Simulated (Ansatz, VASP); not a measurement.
Al2Cu in VASP and in Ansatz

```
Al Cu
1.0
    -2.87665    2.87665    2.51035
     2.87665   -2.87665    2.51035
     2.87665    2.87665   -2.51035
Al Cu
4 2
Direct
  0.15932 0.65932 0.81864
  0.65932 0.84068 0.50000
  0.84068 0.34068 0.18136
  0.34068 0.15932 0.50000
  0.75000 0.75000 0.00000
  0.25000 0.25000 0.00000
```

Alike in both runs: task single point; functional PBEsol; k mesh 10 × 10 × 10; occupations gaussian, width 0.15 eV; no spin polarisation.

|  | VASP | Ansatz |
| --- | --- | --- |
| version | VASP 6.6.1 | Ansatz 0.2.0 |
| potentials or method | VASP PAW PBE potentials, release 64 (Al, Cu), cutoff 520 eV | scalar-relativistic, plane waves, PAW |
| valence electrons in the cell | 34 | 50 |

VASP gave:

```
gap on the k mesh at the Fermi level (eV)                     : none
pressure (GPa)                                                : 6.0
traceless stress, the component that is largest in VASP (GPa) : -6.77
rms of the force components (eV/Å)                            : 0.127
```

Estimate Ansatz's values.

gap on the k mesh at the Fermi level (eV): none; pressure (GPa): 5.8; traceless stress, the component that is largest in VASP (GPa): -6.85; rms of the force components (eV/Å): 0.128.

VASP's potentials were made for PBE, not for PBEsol, and Ansatz warns of the same on its side. Atom by atom the forces differ by 0.000 eV/Å (rms over components). A gap of «none» marks a metal or a gap that the smearing closes. VASP's potentials hold 34 valence electrons a cell and Ansatz's 50, so a difference there can come from the potentials and not from the codes.
